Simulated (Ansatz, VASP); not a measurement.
**Two plane-wave programs on I**

File INCAR:

```
ALGO = Normal ; EDIFF = 1E-7
EDIFFG = -0.005 ; ENCUT = 600
GGA = PE ; IBRION = 2
ISIF = 3 ; ISMEAR = 0
IVDW = 12 ; LASPH = T
LCHARG = F ; LREAL = F
LWAVE = F ; NELM = 100
NSW = 100 ; PREC = Accurate
SIGMA = 0.1
```

KPOINTS

```
k-points
0
Gamma
  12 12 18
```

File POSCAR:

```
I
1.0
    2.5383465792     -3.7066249365      0.0000000000
    2.5383465792      3.7066249365      0.0000000000
   -1.6208748370      0.0000000000      2.3810977968
I
1
Direct
    0.5000000000      0.5000000000      0.5000000000
```

Input for Ansatz:

```yaml
crystal:
  lattice:
    - [2.5383465792, -3.7066249365, 0.0]
    - [2.5383465792, 3.7066249365, 0.0]
    - [-1.620874837, 0.0, 2.3810977968]
  atoms:
    - { symbol: I, position: [0.5, 0.5, 0.5] }
basis:
  ecutwfc: 420
kpoints:
  mp_grid: { grid: [12, 12, 18] }
hamiltonian:
  xc: pbe
  dispersion: d3bj
scf:
  occupations: { method: gaussian, width: 0.1 }
output:
  forces: true
  stress: true
  eigenvalues: true
  write_density: true
  write_potential: true
  elf: true
  volumetric_format: npy
relax:
  adjacent_minimum: "off"
  f_tol: 0.005
  max_steps: 80
  cell: { stress_tol: 0.05 }
```

Alike in both runs: task relaxation of cell and atoms; functional PBE; dispersion D3(BJ); k mesh 12 × 12 × 18; occupations gaussian, width 0.1 eV; no spin polarisation.

```csv
,VASP,Ansatz
version,VASP 6.6.1,Ansatz 0.2.0
potentials or method,"VASP PAW PBE potentials, release 64 (I), cutoff 600 eV","scalar-relativistic, plane waves, PAW"
valence electrons in the cell,7,17
```

```csv
,VASP,Ansatz,Ansatz less VASP
"gap on the k mesh at the Fermi level, each at its own relaxed structure (eV)",none,none,-
relaxed volume (Å³/atom),39.81,39.85,+0.042
relaxed cell length with the largest relative difference (Å),2.934,2.938,+0.0035
```

A gap of «none» marks a metal or a gap that the smearing closes. VASP's potentials hold 7 valence electrons a cell and Ansatz's 17, so a difference there can come from the potentials and not from the codes.

Neither program's run includes spin-orbit coupling.
